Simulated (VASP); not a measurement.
A run of VASP 6.6.1 is set up as follows.

File POSCAR:

```
SiC3
1.0
    1.4154339595      0.8172011775      4.6700734293
   -1.4154339595      0.8172011775      4.6700734293
    0.0000000000     -1.6344023551      4.6700734293
C Si
3 1
Direct
    1.0082378924      0.0082378924      0.0082378924
    0.4889604674      0.4889604674      0.4889604674
    0.3791724033      0.3791724033      0.3791724033
    0.8736292368      0.8736292368      0.8736292368
```

The input INCAR.step1:

```
  PREC = Accurate
  ENCUT = 520
  ISMEAR = 0
  SIGMA = 0.01
  LREAL = False
  LASPH = True
  NELM = 80
  NBANDS = 16
  GGA = PE
  ALGO = Normal
  EDIFF = 1E-4
  LWAVE = True
  LCHARG = False
```

File INCAR.step2:

```
  PREC = Accurate
  ENCUT = 520
  EDIFF = 1E-6
  ISMEAR = 0
  SIGMA = 0.01
  LREAL = False
  LASPH = True
  NELM = 80
  ALGO = Normal
  ISIF = 2
  LWAVE = False
  LCHARG = True
  METAGGA = R2SCAN
  LMIXTAU = True
  LELF = True
  LVHAR = True
  NBANDS = 16
  ISTART = 1
```

The input KPOINTS:

```
regular mesh
0
Gamma
  8 8 8
```

Potentials or basis: VASP PAW PBE potentials, release 64 (C, Si).

Command:

```console
$ cat potpaw_PBE.64/C/POTCAR potpaw_PBE.64/Si/POTCAR > POTCAR
$ cp INCAR.step1 INCAR
$ mpirun -np 1 vasp_std > vasp.out
$ cp INCAR.step2 INCAR
$ mpirun -np 1 vasp_std > vasp.out
```

Problem. Estimate the pressure.

Solution. 0.0 GPa.

Problem. Estimate the largest force.

Solution. 0.083 eV/Å.

Problem. Estimate the band gap on the k mesh.

Solution. 1.90 eV, indirect (least direct gap 3.60 eV).

Stress tensor (GPa, compression positive):
```
 0.10  0.00  0.00
 0.00  0.10  0.00
 0.00  0.00 -0.12
```

Caveat: the PAW data sets were made with another functional, which shifts forces and pressure a little. r2SCAN opens gaps a little over a GGA but as a rule still falls short of measured ones.
